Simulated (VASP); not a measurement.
**SnO2: relaxation of cell and atoms with r2SCAN**

Crystal: SnO2.

```
CELL_PARAMETERS angstrom
4.75979 0.00000 0.00000
0.00000 4.75979 0.00000
0.00000 0.00000 3.20071
ATOMIC_POSITIONS crystal
Sn 0.50000 0.50000 0.00000
Sn 0.00000 0.00000 0.50000
O 0.69408 0.69408 0.50000
O 0.80592 0.19408 0.00000
O 0.19408 0.80592 0.00000
O 0.30592 0.30592 0.50000
```

```yaml
Program: VASP 6.6.1
Task: relaxation of cell and atoms
Functional: r2SCAN
Potentials_or_basis: VASP PAW PBE potentials, release 64 (Sn_d, O)
Cutoff: 600 eV
k_mesh: 6 × 6 × 8
Occupations: gaussian, width 0.02 eV
Spin: no spin polarisation
Dipole_correction: no
Further_INCAR_settings: ALGO = Normal; EDIFF = 1e-06; IBRION = 2; EDIFFG = -0.01; NSW = 80; ISIF = 3
```

- Relaxed volume: 12.14 Å³/atom
- Relaxed cell: a = 4.765 Å, b = 4.765 Å, c = 3.207 Å, α = 90.00°, β = 90.00°, γ = 90.00°
- Space group after relaxing (to 0.1 Å): P4_2/mnm (No. 136)
- Energy gained by relaxing: 0.2 meV/atom
- Ionic steps: 3
- Pressure after relaxing: 0.0 GPa
- Band gap on the k mesh: 1.74 eV

Forces on the atoms (eV/Å):
```
Sn   0.000  0.000  0.000
Sn   0.000  0.000  0.000
O   -0.002 -0.002  0.000
O    0.002 -0.002  0.000
O   -0.002  0.002  0.000
O    0.002  0.002  0.000
```

The path:
| step | energy change (eV) | largest force (eV/Å) | pressure (GPa) | volume (Å³) |
| --- | --- | --- | --- | --- |
| 1 | 0.0000 | 0.0294 | 0.93 | 72.51 |
| 2 | 0.0010 | 0.0452 | -1.37 | 73.25 |
| 3 | -0.0010 | 0.0023 | -0.03 | 72.82 |

Final structure:
```
CELL_PARAMETERS angstrom
4.76523 0.00000 0.00000
0.00000 4.76523 0.00000
0.00000 0.00000 3.20688
ATOMIC_POSITIONS crystal
Sn 0.50000 0.50000 0.00000
Sn 0.00000 0.00000 0.50000
O 0.69417 0.69417 0.50000
O 0.80583 0.19417 0.00000
O 0.19417 0.80583 0.00000
O 0.30583 0.30583 0.50000
```

Levels at points of the mesh, in eV from the valence-band top:
```
           k point  band 23  band 24  band 25  band 26  band 27  band 28  band 29  band 30
(0.00, 0.00, 0.00)    -1.22    -0.77    -0.77     0.00     1.74     6.77     7.02     7.02
(0.50, 0.00, 0.00)    -1.17    -1.17    -0.62    -0.62     4.96     4.96     7.78     7.78
(0.50, 0.50, 0.00)    -1.30    -1.30    -0.92    -0.92     5.40     5.40     8.18     8.18
(0.00, 0.00, 0.50)    -1.66    -1.66    -1.26    -1.26     6.82     6.82    10.50    10.50
(0.50, 0.00, 0.50)    -1.10    -1.10    -0.69    -0.69     7.09     7.09     8.82     8.82
(0.50, 0.50, 0.50)    -0.95    -0.95    -0.85    -0.85     5.48     5.48     9.63     9.63
```

It took 31 min on 1 thread of Oxide Virtual Turin-like Processor, on a shared host, peak memory 0.27 GiB.

Caveat: the PAW data sets were made with another functional, which shifts forces and pressure a little; spin-orbit coupling is left out, which moves the levels of the heavy elements.
